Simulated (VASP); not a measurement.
# TaN (Fm-3m) in VASP: notebook

Runs on TaN. Level: PBE. Tasks: single point.

Program: VASP 6.6.1. These are calculated values, not measurements. Logs are shortened: lines on timing, memory, paths and dates and some standing lists are left out, and cuts for length are marked.

## 1. The cell of the first run

The structure is cubic, space group Fm-3m (No. 225). The conventional cell has a = 4.329 Å, b = 4.329 Å, c = 4.329 Å, α = 90.00°, β = 90.00°, γ = 90.00°. Ta (site symmetry m-3m) has 6 N at 2.16 Å within 2.9 Å. Within 2.9 Å of N (site symmetry m-3m) lie 6 Ta at 2.16 Å.

## 2. Single point, PBE

INCAR

```
SYSTEM = TaN
PREC = Accurate ; ENCUT = 520
EDIFF = 1E-6 ; ISMEAR = -1
SIGMA = 0.05 ; LREAL = .False.
LASPH = .True. ; NELM = 60
ALGO = Normal ; ISIF = 2
LWAVE = .False. ; LCHARG = .True.
GGA = PE ; LELF = .True.
LVHAR = .True. ; NBANDS = 15
```

KPOINTS

```
regular mesh
0
Gamma
  10 10 10
  0 0 0
```

POSCAR

```
TaN
1.0
    0.0000000000      2.1643766995      2.1643766995
    2.1643766995      0.0000000000      2.1643766995
    2.1643766995      2.1643766995      0.0000000000
Ta N
1 1
Direct
    0.5000000000      0.5000000000      0.5000000000
    0.0000000000      0.0000000000      0.0000000000
```

Potentials or basis: VASP PAW PBE potentials, release 64 (Ta_pv, N).

On the command line:

```bash
$ cat potpaw_PBE.64/Ta_pv/POTCAR potpaw_PBE.64/N/POTCAR > POTCAR
$ mpirun -np 1 vasp_std > vasp.out
```

OUTCAR:

```text
SYSTEM = TaN
   PREC = Accurate
   ENCUT = 520
   EDIFF = 1E-6
   ISMEAR = -1
   LREAL = .False.
   LASPH = .True.
   NELM = 60
   ISIF = 2
   GGA = PE

 ion  position               nearest neighbor table
   1  0.500  0.500  0.500-   2 2.16   2 2.16   2 2.16   2 2.16   2 2.16   2 2.16
   2  0.000  0.000  0.000-   1 2.16   1 2.16   1 2.16   1 2.16   1 2.16   1 2.16

  LATTYP: Found a face centered cubic cell.
 ALAT       =     4.3287533990

  Lattice vectors:

 A1 = (   0.0000000000,   2.1643766995,   2.1643766995)
 A2 = (   2.1643766995,   0.0000000000,   2.1643766995)
 A3 = (   2.1643766995,   2.1643766995,   0.0000000000)

Analysis of symmetry for initial positions (statically):
=====================================================================
 Subroutine PRICEL returns:
 Original cell was already a primitive cell.

 Routine SETGRP: Setting up the symmetry group for a
 face centered cubic supercell.

 Subroutine GETGRP returns: Found 48 space group operations
 (whereof 48 operations were pure point group operations)
 out of a pool of 48 trial point group operations.

The static configuration has the point symmetry O_h .

Analysis of symmetry for dynamics (positions and initial velocities):
=====================================================================
 Subroutine PRICEL returns:
 Original cell was already a primitive cell.

 Routine SETGRP: Setting up the symmetry group for a
 face centered cubic supercell.

 Subroutine GETGRP returns: Found 48 space group operations
 (whereof 48 operations were pure point group operations)
 out of a pool of 48 trial point group operations.

The dynamic configuration has the point symmetry O_h .

 Subroutine INISYM returns: Found 48 space group operations
 (whereof 48 operations are pure point group operations),
 and found     1 'primitive' translations

----------------------------------------------------------------------------------------

                                     Primitive cell

  volume of cell :      20.2782

  direct lattice vectors                    reciprocal lattice vectors
     0.000000000  2.164376700  2.164376700    -0.231013391  0.231013391  0.231013391
     2.164376700  0.000000000  2.164376700     0.231013391 -0.231013391  0.231013391
     2.164376700  2.164376700  0.000000000     0.231013391  0.231013391 -0.231013391

  length of vectors
     3.060890883  3.060890883  3.060890883     0.400126930  0.400126930  0.400126930

  position of ions in fractional coordinates (direct lattice)
[... 83 lines left out ...]
   IBRION =     -1    ionic relax: 0-MD 1-quasi-New 2-CG
   NFREE  =      0    steps in history (QN), initial steepest desc. (CG)
   ISIF   =      2    stress and relaxation
   ISYM   =      2    0-nonsym 1-usesym 2-fastsym
   POTIM  = 0.5000    time-step for ionic-motion
   TEBEG  =    0.0;   TEEND  =   0.0 temperature during run
   PSTRESS=    0.0 pullay stress
   NELECT =      16.0000    total number of electrons
   NUPDOWN=      -1.0000    fix difference up-down
   EMIN   =  10.00;   EMAX   =-10.00  energy-range for DOS
   EFERMI =   0.00;   METHOD = LEGACY
   ISMEAR =    -1;   SIGMA  =   0.05  broadening in eV -4-tet -1-fermi 0-gaus
   EFERMI_NEDOS =   21; number of points for ismear=-14 and -15
   IALGO  =     38    algorithm
   IMIX   =      4    mixing-type and parameters
     AMIX     =   0.40;   BMIX     =  1.00
     AMIX_MAG =   1.60;   BMIX_MAG =  1.00
  volume/ion in A,a.u.               =      10.14        68.42
  Fermi-wavevector in a.u.,A,eV,Ry     =   1.512767  2.858715 31.136434  2.288463
  Thomas-Fermi vector in A             =   2.622647
   LORBIT       =      0    0 simple, 1 ext, 2 COOP (PROOUT), +10 PAW based schemes
   GGA     = PE    functional components
   LHFCALC =     F    Hartree Fock is set to
   AEXX    =    0.0000 exact exchange contribution
   IVDW    =     0    specifies the selected vdW correction
   LEPSILON=     F    determine dielectric tensor
   LRPA    =     F    only Hartree local field effects (RPA)
 non-spin polarized calculation
  energy-cutoff  :      520.00
  volume of cell :       20.28
 maximum number of plane-waves:       568
   NGX = 11   NGY = 11   NGZ = 11

 number of electron      15.9999998 magnetization

 Free energy of the ion-electron system (eV)
  ---------------------------------------------------
  ext. energy  EPLUGINS =         0.00000000
  ---------------------------------------------------
  free energy    TOTEN  =       -21.74906877 eV

  energy without entropy =      -21.74362032  energy(sigma->0) =      -21.74634454

 E-fermi :  10.1200     XC(G=0): -13.7035

 val. band max:       10.0116030625   @ k =  -0.2000   0.2000   0.0000
 cond. band min:      10.1579251221   @ k =  -0.3000   0.3000   0.1000
 fundamental gap:      0.1463220596
 Fermi energy:        10.1200315416

 k-point     1 :       0.0000    0.0000    0.0000
  band No.  band energies     occupation
      1     -25.6037      2.00000
      2     -25.6037      2.00000
      3     -25.6037      2.00000
      4      -9.1575      2.00000
      5       6.1406      2.00000
      6       6.1406      2.00000
      7       6.1406      2.00000
      8       7.8471      2.00000
      9       7.8471      2.00000
     10       7.8471      2.00000
     11      10.1631      0.59450
     12      10.1631      0.59450
     13      12.0371      0.00000
     14      19.5157      0.00000
[... 401 lines left out ...]
      2     -25.8904      2.00000
      3     -25.8595      2.00000
      4      -7.5161      2.00000
      5       1.9157      2.00000
      6       3.9640      2.00000
      7       4.7222      2.00000
      8       6.0277      2.00000
      9      12.4271      0.00000
     10      13.2396      0.00000
     11      13.3234      0.00000
     12      14.4165      0.00000
     13      19.0093      0.00000
     14      21.3528      0.00000
     15      22.5674      0.00000

 [... further k-points ...]
[... 5 lines left out ...]
  --------------------------------------------------------------------------------------
  -------------------------------------------------------------------------------------
  Total        3.0125606      3.0125606      3.0125606     -0.0000000     -0.0000000      0.0000000
  in kB      238.0224031    238.0224031    238.0224031     -0.0000000     -0.0000000      0.0000000
  external PRESSURE =     238.0224031 kB  Pullay stress =       0.0000000 kB

 VOLUME and BASIS-vectors are now :
 -----------------------------------------------------------------------------
  energy-cutoff  :      520.00
  volume of cell :       20.28
      direct lattice vectors                 reciprocal lattice vectors
     0.000000000  2.164376700  2.164376700    -0.231013391  0.231013391  0.231013391
     2.164376700  0.000000000  2.164376700     0.231013391 -0.231013391  0.231013391
     2.164376700  2.164376700  0.000000000     0.231013391  0.231013391 -0.231013391

 POSITION                                       TOTAL-FORCE (eV/Angst)
 -----------------------------------------------------------------------------------
      2.16438      2.16438      2.16438         0.000000      0.000000     -0.000000
      0.00000      0.00000      0.00000        -0.000000     -0.000000      0.000000
 -----------------------------------------------------------------------------------
    total drift:                                0.000000     -0.000000     -0.000000

  FREE ENERGIE OF THE ION-ELECTRON SYSTEM (eV)
  ---------------------------------------------------
  free  energy   TOTEN  =       -21.7490687732 eV

  energy  without entropy=      -21.7436203166  energy(sigma->0) =      -21.74634454
```

OSZICAR:

```text
N       E                     dE             d eps       ncg     rms          rms(c)
DAV:   1     0.884098019895E+02    0.88410E+02   -0.88606E+03  1410   0.114E+03
DAV:   2    -0.221808486941E+02   -0.11059E+03   -0.10512E+03  1739   0.307E+02
DAV:   3    -0.247689558216E+02   -0.25881E+01   -0.25711E+01  1585   0.435E+01
DAV:   4    -0.247785004300E+02   -0.95446E-02   -0.95415E-02  1816   0.283E+00
DAV:   5    -0.247785583695E+02   -0.57939E-04   -0.57939E-04  1599   0.197E-01    0.267E+01
DAV:   6    -0.218197478016E+02    0.29588E+01   -0.54522E+00  1643   0.266E+01    0.112E+01
DAV:   7    -0.217811454974E+02    0.38602E-01   -0.54729E-01  1704   0.587E+00    0.762E+00
DAV:   8    -0.217563092335E+02    0.24836E-01   -0.13151E-01  1536   0.303E+00    0.190E+00
DAV:   9    -0.217491771775E+02    0.71321E-02   -0.19409E-02  1585   0.114E+00    0.357E-01
DAV:  10    -0.217491178832E+02    0.59294E-04   -0.13205E-03  1620   0.390E-01    0.799E-02
DAV:  11    -0.217490704431E+02    0.47440E-04   -0.10605E-04  1578   0.112E-01    0.315E-02
DAV:  12    -0.217490692053E+02    0.12377E-05   -0.92352E-06  1613   0.288E-02    0.356E-03
DAV:  13    -0.217490687732E+02    0.43215E-06   -0.38056E-07   950   0.513E-03
   1 F= -.21749069E+02 E0= -.21746345E+02  d E =-.544846E-02
```

Wall time 35 s (1 thread of AMD EPYC 7R13, shared host); peak memory 0.12 GiB.

What came out:

```yaml
Free_energy: -21.7491 eV
Pressure: 23.8 GPa
Band_gap_on_the_k_mesh: zero (band 8 reaches 12.14 eV, above the bottom of band 9 at 7.85 eV)
```

Caveat: spin-orbit coupling is left out, which moves the levels of the heavy elements.

## 3. Single point, PBE

This run uses another cell than the first one, of 10.55 Å³/atom, 1.041 times its volume.

INCAR

```
SYSTEM = TaN
PREC = Accurate
ENCUT = 520
EDIFF = 1E-7
ISMEAR = -1
SIGMA = 0.05
LREAL = .FALSE.
LASPH = .TRUE.
NELM = 60
ALGO = Normal
ISIF = 2
LWAVE = .FALSE.
LCHARG = .FALSE.
GGA = PE
NBANDS = 15
```

KPOINTS

```
Automatic mesh
0
G
  10 10 10
  0 0 0
```

POSCAR

```
TaN
1.0
    0.0000000000      2.1934322028      2.1934322028
    2.1934322028      0.0000000000      2.1934322028
    2.1934322028      2.1934322028      0.0000000000
Ta N
1 1
Direct
    0.5000000000      0.5000000000      0.5000000000
    0.0000000000      0.0000000000      0.0000000000
```

Potentials or basis: VASP PAW PBE potentials, release 64 (Ta_pv, N).

On the command line:

```bash
$ cat potpaw_PBE.64/Ta_pv/POTCAR potpaw_PBE.64/N/POTCAR > POTCAR
$ mpirun -np 1 vasp_std > vasp.out
```

OUTCAR:

```text
SYSTEM = TaN
   PREC = Accurate
   ENCUT = 520
   EDIFF = 1E-7
   ISMEAR = -1
   LREAL = .FALSE.
   LASPH = .TRUE.
   NELM = 60
   ISIF = 2
   GGA = PE

 ion  position               nearest neighbor table
   1  0.500  0.500  0.500-   2 2.19   2 2.19   2 2.19   2 2.19   2 2.19   2 2.19
   2  0.000  0.000  0.000-   1 2.19   1 2.19   1 2.19   1 2.19   1 2.19   1 2.19

  LATTYP: Found a face centered cubic cell.
 ALAT       =     4.3868644056

  Lattice vectors:

 A1 = (   0.0000000000,   2.1934322028,   2.1934322028)
 A2 = (   2.1934322028,   0.0000000000,   2.1934322028)
 A3 = (   2.1934322028,   2.1934322028,   0.0000000000)

Analysis of symmetry for initial positions (statically):
=====================================================================
 Subroutine PRICEL returns:
 Original cell was already a primitive cell.

 Routine SETGRP: Setting up the symmetry group for a
 face centered cubic supercell.

 Subroutine GETGRP returns: Found 48 space group operations
 (whereof 48 operations were pure point group operations)
 out of a pool of 48 trial point group operations.

The static configuration has the point symmetry O_h .

Analysis of symmetry for dynamics (positions and initial velocities):
[... 164 lines left out ...]

 k-point     1 :       0.0000    0.0000    0.0000
  band No.  band energies     occupation
      1     -26.1443      2.00000
      2     -26.1443      2.00000
      3     -26.1443      2.00000
      4      -9.2864      2.00000
      5       5.7935      2.00000
      6       5.7935      2.00000
      7       5.7935      2.00000
      8       7.5001      2.00000
      9       7.5001      2.00000
     10       7.5001      2.00000
     11       9.6917      0.67519
     12       9.6917      0.67518
     13      11.2182      0.00000
     14      19.0387      0.00000
[... 401 lines left out ...]
      2     -26.3923      2.00000
      3     -26.3659      2.00000
      4      -7.7143      2.00000
      5       1.6476      2.00000
      6       3.7042      2.00000
      7       4.4020      2.00000
      8       5.7305      2.00000
      9      11.8278      0.00000
     10      12.5873      0.00000
     11      12.6679      0.00000
     12      13.5875      0.00000
     13      18.1108      0.00000
     14      20.4055      0.00000
     15      22.0068      0.00000

 [... further k-points ...]
[... 5 lines left out ...]
  --------------------------------------------------------------------------------------
  -------------------------------------------------------------------------------------
  Total        1.0364364      1.0364364      1.0364364      0.0000000      0.0000000      0.0000000
  in kB       78.6775088     78.6775088     78.6775088      0.0000000      0.0000000      0.0000000
  external PRESSURE =      78.6775088 kB  Pullay stress =       0.0000000 kB

 VOLUME and BASIS-vectors are now :
 -----------------------------------------------------------------------------
  energy-cutoff  :      520.00
  volume of cell :       21.11
      direct lattice vectors                 reciprocal lattice vectors
     0.000000000  2.193432203  2.193432203    -0.227953250  0.227953250  0.227953250
     2.193432203  0.000000000  2.193432203     0.227953250 -0.227953250  0.227953250
     2.193432203  2.193432203  0.000000000     0.227953250  0.227953250 -0.227953250

 POSITION                                       TOTAL-FORCE (eV/Angst)
 -----------------------------------------------------------------------------------
      2.19343      2.19343      2.19343        -0.000000      0.000000     -0.000000
      0.00000      0.00000      0.00000         0.000000     -0.000000      0.000000
 -----------------------------------------------------------------------------------
    total drift:                                0.000000     -0.000000     -0.000000

  FREE ENERGIE OF THE ION-ELECTRON SYSTEM (eV)
  ---------------------------------------------------
  free  energy   TOTEN  =       -21.8301795804 eV

  energy  without entropy=      -21.8244268594  energy(sigma->0) =      -21.82730322
```

Wall time 37 s (1 thread of AMD EPYC 7R13, shared host); peak memory 0.12 GiB.

Results:

* Free energy: -21.8302 eV
* Pressure: 7.9 GPa
* Band gap on the k mesh: zero (band 8 reaches 11.55 eV, above the bottom of band 9 at 7.50 eV)

Levels at points of the mesh, in eV from the Fermi level:
```csv
k point,band 6,band 7,band 8,band 9,band 10,band 11
"(0.00, 0.00, 0.00)",-3.86,-3.86,-2.16,-2.16,-2.16,0.03
"(0.50, 0.00, 0.00)",-7.66,-7.66,1.89,1.89,1.99,3.82
"(0.50, 0.50, 0.00)",-5.55,-4.68,-4.68,2.11,3.55,3.55
```

Caveat: spin-orbit coupling is left out, which moves the levels of the heavy elements.
